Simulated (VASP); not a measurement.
Ge:

```
Ge
1.0
     1.39715   -2.60052    0.00000
     1.39715    2.60052    0.00000
     0.00000    0.00000    2.69823
Ge
1
Direct
  0.50000 0.50000 0.00000
```

- Program: VASP 6.6.1
- Task: relaxation of cell and atoms
- Functional: RPBE
- Dispersion: D4
- Potentials or basis: VASP PAW PBE potentials, release 64 (Ge_d)
- Cutoff: 600 eV
- k mesh: 11 × 11 × 10
- Occupations: fermi-dirac, width 0.05 eV
- Spin: no spin polarisation

At the start: pressure -4.8 GPa; volume 19.61 Å³/atom.

How do energy, volume and symmetry change on relaxing?

Over 22 steps the energy falls by 26.6 meV/atom and the volume is 18.23 Å³/atom (-7.0 %); space group P6/mmm (No. 191, to 0.05 Å).

The path:
```csv
step,energy change (eV),largest force (eV/Å),pressure (GPa),volume (Å³)
1,0.0000,0.0000,-4.80,19.61
2,-0.0233,0.0000,1.13,17.98
3,-0.0239,0.0000,0.42,18.19
4,-0.0238,0.0000,0.19,18.21
5,-0.0258,0.0000,0.00,18.23
6,-0.0263,0.0000,0.05,18.24
7,-0.0263,0.0000,-0.16,18.25
8,-0.0265,0.0000,-0.17,18.25
9,-0.0264,0.0000,-0.07,18.25
10,-0.0264,0.0000,-0.12,18.25
11,-0.0266,0.0000,-0.08,18.21
12,-0.0267,0.0000,0.09,18.22
13,-0.0267,0.0000,0.07,18.22
14,-0.0267,0.0000,0.06,18.22
15,-0.0267,0.0000,-0.13,18.24
16,-0.0267,0.0000,-0.03,18.23
17,-0.0267,0.0000,-0.21,18.23
18,-0.0267,0.0000,0.09,18.23
19,-0.0267,0.0000,0.02,18.23
20,-0.0267,0.0000,-0.07,18.23
21,-0.0267,0.0000,-0.04,18.23
22,-0.0266,0.0000,-0.04,18.23
```

Final structure:
```yaml
crystal:
  lattice:
    - [1.39706, -2.45275, 0.00000]
    - [1.39706, 2.45275, 0.00000]
    - [0.00000, 0.00000, 2.66039]
  atoms:
    - { symbol: Ge, position: [0.50000, 0.50000, 0.00000] }
```

Caveat: the PAW data sets were made with another functional, which shifts forces and pressure a little; pairwise dispersion overbinds metals, which lowers pressure and volume.
